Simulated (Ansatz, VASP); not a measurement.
# Two plane-wave programs on Al2O3

```xyz
10
Lattice="2.8709 0.0000 0.0000 -1.4355 2.4863 0.0000 0.0000 0.0000 14.4983" Properties=species:S:1:pos:R:3 pbc="T T T"
Al    1.4355    0.8288    1.3682
Al    0.0000    1.6575   13.1302
Al    0.0000    1.6575    8.6173
Al    1.4355    0.8288    5.8810
O     0.0000    0.0000    0.0000
O     0.0000    1.6575    2.0527
O     1.4355    0.8288   12.4456
O     0.0000    0.0000    7.2492
O     1.4355    0.8288    9.3018
O     0.0000    1.6575    5.1965
```

Alike in both runs: functional PBE; dispersion D3(BJ); k mesh 9 × 9 × 2; occupations gaussian, width 0.02 eV; no spin polarisation.

Ansatz relaxed the structure, and its values are those at the end. VASP's run is a single point on that final structure, the one shown.

|  | VASP | Ansatz |
| --- | --- | --- |
| version | VASP 6.6.1 | Ansatz 0.2.0 |
| potentials or method | VASP PAW PBE potentials, release 64 (Al, O), cutoff 520 eV | scalar-relativistic, plane waves, PAW |
| valence electrons in the cell | 48 | 48 |

|  | VASP | Ansatz | Ansatz less VASP |
| --- | --- | --- | --- |
| gap on the k mesh at the Fermi level (eV) | 4.75 | 4.77 | +0.023 |
| least direct gap on the mesh (eV) | 4.87 | 4.89 | +0.020 |
| pressure (GPa) | 0.1 | 0.0 | -0.05 |
| rms of the force components (eV/Å) | 0.018 | 0.000 | -0.0173 |
